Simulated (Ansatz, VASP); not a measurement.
# CsTl2 in VASP and in Ansatz

The input INCAR:

```
SYSTEM = CsTl2
ALGO = Fast
EDIFF = 1E-7
EDIFFG = -0.04
ENCUT = 600
GGA = PE
IBRION = 2
ISIF = 3
ISMEAR = 0
LASPH = .TRUE.
LCHARG = .FALSE.
LREAL = .FALSE.
LWAVE = .FALSE.
NELM = 80
NSW = 90
PREC = Accurate
SIGMA = 0.1
```

Contents of KPOINTS:

```
k-points
0
G
  4 4 4
  0 0 0
```

POSCAR

```
CsTl2
1.0
    6.9937506263      0.0000000000      0.0000000000
    0.0000000000      6.9937506263      0.0000000000
    0.0000000000      0.0000000000      4.5046817813
Cs Tl
2 4
Direct
    0.0000000000      0.0000000000      0.0000000000
    0.5000000000      0.5000000000      0.5000000000
    0.3060000000      0.3060000000      0.0000000000
    0.1940000000      0.8060000000      0.5000000000
    0.6940000000      0.6940000000      0.0000000000
    0.8060000000      0.1940000000      0.5000000000
```

Input for Ansatz:

```yaml
crystal:
  lattice:
    - [6.9937506263, 0.0, 0.0]
    - [0.0, 6.9937506263, 0.0]
    - [0.0, 0.0, 4.5046817813]
  atoms:
    - { symbol: Cs, position: [0.0, 0.0, 0.0] }
    - { symbol: Cs, position: [0.5, 0.5, 0.5] }
    - { symbol: Tl, position: [0.306, 0.306, 0.0] }
    - { symbol: Tl, position: [0.194, 0.806, 0.5] }
    - { symbol: Tl, position: [0.694, 0.694, 0.0] }
    - { symbol: Tl, position: [0.806, 0.194, 0.5] }
basis:
  ecutwfc: 420
kpoints:
  mp_grid: { grid: [4, 4, 4] }
hamiltonian:
  xc: pbe
scf:
  occupations: { method: gaussian, width: 0.1 }
  lower_state_search: "off"
output:
  forces: true
  stress: true
  eigenvalues: true
relax:
  adjacent_minimum: "off"
  f_tol: 0.04
  max_steps: 70
  cell: { stress_tol: 0.4 }
```

Alike in both runs: task relaxation of cell and atoms; functional PBE; k mesh 4 × 4 × 4; occupations gaussian, width 0.1 eV; no spin polarisation.

```csv
,VASP,Ansatz
version,VASP 6.6.1,Ansatz 0.2.0
potentials or method,"VASP PAW PBE potentials, release 64 (Cs_sv, Tl_d), cutoff 600 eV","scalar-relativistic, plane waves, PAW"
valence electrons in the cell,70,70
```

VASP gave:

```
gap on the k mesh at the Fermi level, each at its own relaxed structure (eV) : none
relaxed volume (Å³/atom)                                                     : 63.92
relaxed cell length with the largest relative difference (Å)                 : 7.196
```

Q: What did Ansatz give for the same quantities?

A: gap on the k mesh at the Fermi level, each at its own relaxed structure (eV): none; relaxed volume (Å³/atom): 62.78; relaxed cell length with the largest relative difference (Å): 6.976.

A gap of «none» marks a metal or a gap that the smearing closes.

Neither program's run includes spin-orbit coupling. Noted on VASP's run: the volume moved by over 15 % at a fixed basis, so the end points are rough.
